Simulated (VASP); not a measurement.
# Os (P6_3/mmc) in VASP: notebook

Runs on Os. Level: PBEsol. Tasks: single point.

Everything below comes from runs of VASP 6.6.1. Logs are shortened: lines on timing, memory, paths and dates and some standing lists are left out, and cuts for length are marked.

**1. The cell of the first run**

Symmetry: P6_3/mmc, No. 194, hexagonal system. Conventional cell: a = 2.734 Å, b = 2.734 Å, c = 4.190 Å, α = 90.00°, β = 90.00°, γ = 120.00°. Within 3.5 Å of Os (site symmetry -6m2) lie 12 Os at 2.62 to 2.73 Å.

**2. Single point, PBEsol (zz strain of -3 %)**

Input file INCAR:

```
PREC = Accurate ; ENCUT = 520
EDIFF = 1E-7 ; ISMEAR = -1
SIGMA = 0.05 ; LREAL = F
LASPH = T ; NELM = 80
ALGO = Normal ; ISIF = 2
LWAVE = F ; LCHARG = F
GGA = PS ; NBANDS = 15
```

Input file KPOINTS:

```
regular mesh
0
Gamma
  15 15 9
```

Input file POSCAR:

```
Os
1.0
    2.7340999755      0.0000000000      0.0000000000
   -1.3670499878      2.3678000353      0.0000000000
    0.0000000000      0.0000000000      4.1901090000
Os
2
Direct
    0.3333333333      0.6666666667      0.2500000000
    0.6666666667      0.3333333333      0.7500000000
```

Potentials or basis: VASP PAW PBE potentials, release 64 (Os).

The run is started by

```console
cat potpaw_PBE.64/Os/POTCAR > POTCAR
mpirun -np 1 vasp_std > vasp.out
```

OUTCAR:

```text
PREC = Accurate
   ENCUT = 520
   EDIFF = 1E-7
   ISMEAR = -1
   LREAL = F
   LASPH = T
   NELM = 80
   ISIF = 2
   GGA = PS

 ion  position               nearest neighbor table
   1  0.333  0.667  0.250-   2 2.62   2 2.62   2 2.62   2 2.62   2 2.62   2 2.62
   2  0.667  0.333  0.750-   1 2.62   1 2.62   1 2.62   1 2.62   1 2.62   1 2.62

  LATTYP: Found a hexagonal cell.
 ALAT       =     2.7340999755
 C/A-ratio  =     1.5325368632

  Lattice vectors:

 A1 = (   2.7340999755,   0.0000000000,   0.0000000000)
 A2 = (  -1.3670499878,   2.3678000353,   0.0000000000)
 A3 = (   0.0000000000,   0.0000000000,   4.1901090000)

Analysis of symmetry for initial positions (statically):
=====================================================================
 Subroutine PRICEL returns:
 Original cell was already a primitive cell.

 Routine SETGRP: Setting up the symmetry group for a
 hexagonal supercell.

 Subroutine GETGRP returns: Found 24 space group operations
 (whereof 12 operations were pure point group operations)
 out of a pool of 24 trial point group operations.

The static configuration has the point symmetry D_3d.
 The point group associated with its full space group is D_6h.

Analysis of symmetry for dynamics (positions and initial velocities):
=====================================================================
 Subroutine PRICEL returns:
 Original cell was already a primitive cell.

 Routine SETGRP: Setting up the symmetry group for a
 hexagonal supercell.

 Subroutine GETGRP returns: Found 24 space group operations
 (whereof 12 operations were pure point group operations)
 out of a pool of 24 trial point group operations.

The dynamic configuration has the point symmetry D_3d.
 The point group associated with its full space group is D_6h.

 Subroutine INISYM returns: Found 24 space group operations
 (whereof 12 operations are pure point group operations),
 and found     1 'primitive' translations

----------------------------------------------------------------------------------------

                                     Primitive cell

  volume of cell :      27.1259

  direct lattice vectors                    reciprocal lattice vectors
     2.734099975  0.000000000  0.000000000     0.365751073  0.211166481  0.000000000
    -1.367049988  2.367800035  0.000000000     0.000000000  0.422332961  0.000000000
     0.000000000  0.000000000  4.190109000     0.000000000  0.000000000  0.238657276

  length of vectors
     2.734099975  2.734099976  4.190109000     0.422332961  0.422332961  0.238657276

  position of ions in fractional coordinates (direct lattice)
     0.333333333  0.666666667  0.250000000
     0.666666667  0.333333333  0.750000000

  ion indices of the primitive-cell ions
   primitive index   ion index
                 1           1
                 2           2

----------------------------------------------------------------------------------------

 KPOINTS: regular mesh

Automatic generation of k-mesh.
 Grid dimensions read from file:
 generate k-points for:   15   15    9

 Generating k-lattice:

  Cartesian coordinates                     Fractional coordinates (reciprocal lattice)
     0.024383405  0.014077765  0.000000000     0.066666667  0.000000000  0.000000000
     0.000000000  0.028155531  0.000000000     0.000000000  0.066666667  0.000000000
     0.000000000  0.000000000  0.026517475     0.000000000  0.000000000  0.111111111

  Length of vectors
     0.028155531  0.028155531  0.026517475

  Shift w.r.t. Gamma in fractional coordinates (k-lattice)
     0.000000000  0.000000000  0.000000000

 Subroutine IBZKPT returns following result:
 ===========================================

 Found    135 irreducible k-points:

 Following reciprocal coordinates:
            Coordinates               Weight
  0.000000  0.000000  0.000000      1.000000
  0.066667  0.000000  0.000000      6.000000
  0.133333  0.000000  0.000000      6.000000
  0.200000  0.000000  0.000000      6.000000
  0.266667  0.000000  0.000000      6.000000
  0.333333  0.000000  0.000000      6.000000
[... 16 lines left out ...]
  0.333333  0.200000  0.000000     12.000000
  0.400000  0.200000  0.000000      6.000000
 [... further k-points ...]
   k-points           NKPTS =    135   k-points in BZ     NKDIM =    135   number of bands    NBANDS=     15
   number of dos      NEDOS =    301   number of ions     NIONS =      2
   total plane-waves  NPLWV =  12800
   dimension x,y,z NGX =    20 NGY =   20 NGZ =   32
   dimension x,y,z NGXF=    40 NGYF=   40 NGZF=   64
   ions per type =               2
   NGX,Y,Z   is equivalent  to a cutoff of  12.16, 12.16, 12.70 a.u.
   NGXF,Y,Z  is equivalent  to a cutoff of  24.32, 24.32, 25.39 a.u.
 SYSTEM =  unknown system
   PREC   = accura    normal or accurate (medium, high low for compatibility)
   ISTART =      0    job   : 0-new  1-cont  2-samecut
   ICHARG =      2    charge: 1-file 2-atom 10-const
   ISPIN  =      1    spin polarized calculation?
   LNONCOLLINEAR =      F non collinear calculations
   LSORBIT =      F    spin-orbit coupling
   LASPH  =      T    aspherical Exc in radial PAW
   ENCUT  =  520.0 eV  38.22 Ry    6.18 a.u.   5.08  5.08  7.79*2*pi/ulx,y,z
   NELM   =     80;   NELMIN=  2; NELMDL= -5     # of ELM steps
   EDIFF  = 0.1E-06   stopping-criterion for ELM
   LREAL  =      F    real-space projection
   EDIFFG = 0.1E-05   stopping-criterion for IOM
   NSW    =      0    number of steps for IOM
   IBRION =     -1    ionic relax: 0-MD 1-quasi-New 2-CG
   NFREE  =      0    steps in history (QN), initial steepest desc. (CG)
   ISIF   =      2    stress and relaxation
   ISYM   =      2    0-nonsym 1-usesym 2-fastsym
   POTIM  = 0.5000    time-step for ionic-motion
   TEBEG  =    0.0;   TEEND  =   0.0 temperature during run
   PSTRESS=    0.0 pullay stress
   NELECT =      16.0000    total number of electrons
   NUPDOWN=      -1.0000    fix difference up-down
   EMIN   =  10.00;   EMAX   =-10.00  energy-range for DOS
   EFERMI =   0.00;   METHOD = LEGACY
   ISMEAR =    -1;   SIGMA  =   0.05  broadening in eV -4-tet -1-fermi 0-gaus
   EFERMI_NEDOS =   21; number of points for ismear=-14 and -15
   IALGO  =     38    algorithm
   IMIX   =      4    mixing-type and parameters
     AMIX     =   0.40;   BMIX     =  1.00
     AMIX_MAG =   1.60;   BMIX_MAG =  1.00
  volume/ion in A,a.u.               =      13.56        91.53
  Fermi-wavevector in a.u.,A,eV,Ry     =   1.372945  2.594490 25.646695  1.884979
  Thomas-Fermi vector in A             =   2.498507
   LORBIT       =      0    0 simple, 1 ext, 2 COOP (PROOUT), +10 PAW based schemes
   GGA     = PS    functional components
   LHFCALC =     F    Hartree Fock is set to
   AEXX    =    0.0000 exact exchange contribution
   IVDW    =     0    specifies the selected vdW correction
   LEPSILON=     F    determine dielectric tensor
   LRPA    =     F    only Hartree local field effects (RPA)
 non-spin polarized calculation
  energy-cutoff  :      520.00
  volume of cell :       27.13
 maximum number of plane-waves:       743
   NGX = 11   NGY = 11   NGZ = 15

 number of electron      16.0000000 magnetization

 Free energy of the ion-electron system (eV)
  ---------------------------------------------------
  ext. energy  EPLUGINS =         0.00000000
  ---------------------------------------------------
  free energy    TOTEN  =       -24.42979236 eV

  energy without entropy =      -24.42002256  energy(sigma->0) =      -24.42490746

 E-fermi :   9.7801     XC(G=0): -14.3277

 val. band max:        9.7744981384   @ k =   0.2667   0.1333   0.1111
 cond. band min:       9.7837552202   @ k =   0.2000   0.1333   0.1111
 fundamental gap:      0.0092570818
 Fermi energy:         9.7801428647

 k-point     1 :       0.0000    0.0000    0.0000
  band No.  band energies     occupation
      1      -1.4924      2.00000
      2       1.6808      2.00000
      3       6.5171      2.00000
      4       6.5171      2.00000
      5       7.2074      2.00000
      6       7.5004      2.00000
      7       7.5004      2.00000
      8       7.8566      2.00000
      9       7.8566      2.00000
     10      10.1583      0.00104
     11      11.5468      0.00000
     12      11.5468      0.00000
     13      19.5825      0.00000
     14      23.6603      0.00000
     15      27.0357      0.00000

 k-point     2 :       0.0667    0.0000    0.0000
  band No.  band energies     occupation
      1      -1.3099      2.00000
      2       1.8370      2.00000
      3       6.1828      2.00000
      4       6.6779      2.00000
      5       7.3857      2.00000
      6       7.5035      2.00000
      7       7.6492      2.00000
      8       7.6516      2.00000
      9       7.7233      2.00000
     10       9.2522      1.99995
     11      11.6512      0.00000
     12      12.7292      0.00000
     13      19.5867      0.00000
     14      24.0407      0.00000
     15      27.2552      0.00000

 k-point     3 :       0.1333    0.0000    0.0000
  band No.  band energies     occupation
      1      -0.7847      2.00000
      2       2.2567      2.00000
      3       5.6278      2.00000
      4       6.8853      2.00000
      5       7.1170      2.00000
      6       7.1511      2.00000
      7       7.3861      2.00000
      8       8.0122      2.00000
      9       8.0853      2.00000
     10       8.4488      2.00000
     11      11.9047      0.00000
     12      14.5226      0.00000
     13      19.5437      0.00000
     14      25.0290      0.00000
     15      27.7415      0.00000
[... 343 lines left out ...]
 k-point    23 :       0.3333    0.2000    0.0000
  band No.  band energies     occupation
      1       3.0507      2.00000
      2       3.2910      2.00000
      3       3.4254      2.00000
      4       5.2139      2.00000
      5       5.8451      2.00000
      6       6.9881      2.00000
      7       8.0350      2.00000
      8      10.8910      0.00000
      9      12.0022      0.00000
     10      12.4618      0.00000
     11      14.0873      0.00000
     12      16.4553      0.00000
     13      18.5753      0.00000
     14      20.8386      0.00000
     15      23.7925      0.00000

 k-point    24 :       0.4000    0.2000    0.0000
  band No.  band energies     occupation
      1       2.9386      2.00000
      2       3.3193      2.00000
      3       3.3931      2.00000
      4       5.5144      2.00000
      5       5.8691      2.00000
      6       6.8666      2.00000
      7       8.2478      2.00000
      8      11.4196      0.00000
      9      11.9714      0.00000
     10      12.4664      0.00000
     11      14.7495      0.00000
     12      15.4219      0.00000
     13      18.0465      0.00000
     14      21.4315      0.00000
     15      24.3946      0.00000

 [... further k-points ...]
[... 5 lines left out ...]
  --------------------------------------------------------------------------------------
  -------------------------------------------------------------------------------------
  Total        0.9865505      0.9865505      4.6030652     -0.0000000     -0.0000000      0.0000000
  in kB       58.2700191     58.2700191    271.8773192     -0.0000000     -0.0000000      0.0000000
  external PRESSURE =     129.4724525 kB  Pullay stress =       0.0000000 kB

 VOLUME and BASIS-vectors are now :
 -----------------------------------------------------------------------------
  energy-cutoff  :      520.00
  volume of cell :       27.13
      direct lattice vectors                 reciprocal lattice vectors
     2.734099975  0.000000000  0.000000000     0.365751073  0.211166481  0.000000000
    -1.367049988  2.367800035  0.000000000     0.000000000  0.422332961  0.000000000
     0.000000000  0.000000000  4.190109000     0.000000000  0.000000000  0.238657276

 POSITION                                       TOTAL-FORCE (eV/Angst)
 -----------------------------------------------------------------------------------
     -0.00000      1.57853      1.04753        -0.000000     -0.000000      0.000000
      1.36705      0.78927      3.14258         0.000000      0.000000      0.000000
 -----------------------------------------------------------------------------------
    total drift:                               -0.000000      0.000000     -0.000000

  FREE ENERGIE OF THE ION-ELECTRON SYSTEM (eV)
  ---------------------------------------------------
  free  energy   TOTEN  =       -24.4297923553 eV

  energy  without entropy=      -24.4200225604  energy(sigma->0) =      -24.42490746
```

Run time: 33 s. Hardware: 1 thread of AMD EPYC 9R45 (Zen 5), shared host; peak memory 0.14 GiB.

What came out:

- Free energy: -24.4298 eV
- Pressure: 12.9 GPa
- Band gap on the k mesh: zero (band 8 reaches 11.77 eV, above the bottom of band 9 at 7.72 eV)

Caveat: the cell differs from its parent crystal (zz strain of -3 %); the PAW data sets were made with another functional, which shifts forces and pressure a little; spin-orbit coupling is left out, which moves the levels of the heavy elements.

**3. Single point, PBEsol (volume scaled by 0.96)**

Input file INCAR:

```
SYSTEM = Os
PREC = Accurate
ENCUT = 520
EDIFF = 1E-6
ISMEAR = -1
SIGMA = 0.05
LREAL = .FALSE.
LASPH = .TRUE.
NELM = 60
ALGO = Normal
ISIF = 2
LWAVE = .FALSE.
LCHARG = .FALSE.
GGA = PS
NBANDS = 15
```

Input file KPOINTS:

```
regular mesh
0
G
  15 15 9
  0 0 0
```

Input file POSCAR:

```
Os
1.0
    2.6971481488      0.0000000000      0.0000000000
   -1.3485740745      2.3357988147      0.0000000000
    0.0000000000      0.0000000000      4.2613185190
Os
2
Direct
    0.3333333333      0.6666666667      0.2500000000
    0.6666666667      0.3333333333      0.7500000000
```

Potentials or basis: VASP PAW PBE potentials, release 64 (Os).

The run is started by

```console
cat potpaw_PBE.64/Os/POTCAR > POTCAR
mpirun -np 1 vasp_std > vasp.out
```

Wall time 28 s (1 thread of AMD EPYC 9R45 (Zen 5), shared host); peak memory 0.13 GiB.

The run converged. Its results:

```
Free energy            : -24.4443 eV
Pressure               : 17.1 GPa
Band gap on the k mesh : zero (band 8 reaches 12.18 eV, above the bottom of band 9 at 8.09 eV)
```

Stress tensor (GPa, compression positive):
```
16.49  0.00  0.00
 0.00 16.49  0.00
 0.00  0.00 18.21
```

Levels at points of the mesh, in eV from the Fermi level:
```tsv
k point	band 4	band 5	band 6	band 7	band 8	band 9	band 10	band 11	band 12	band 13
(0.00, 0.00, 0.00)	-3.26	-2.98	-2.35	-2.35	-1.65	-1.65	0.01	1.81	1.81	9.55
```

Caveat: the PAW data sets were made with another functional, which shifts forces and pressure a little; spin-orbit coupling is left out, which moves the levels of the heavy elements.
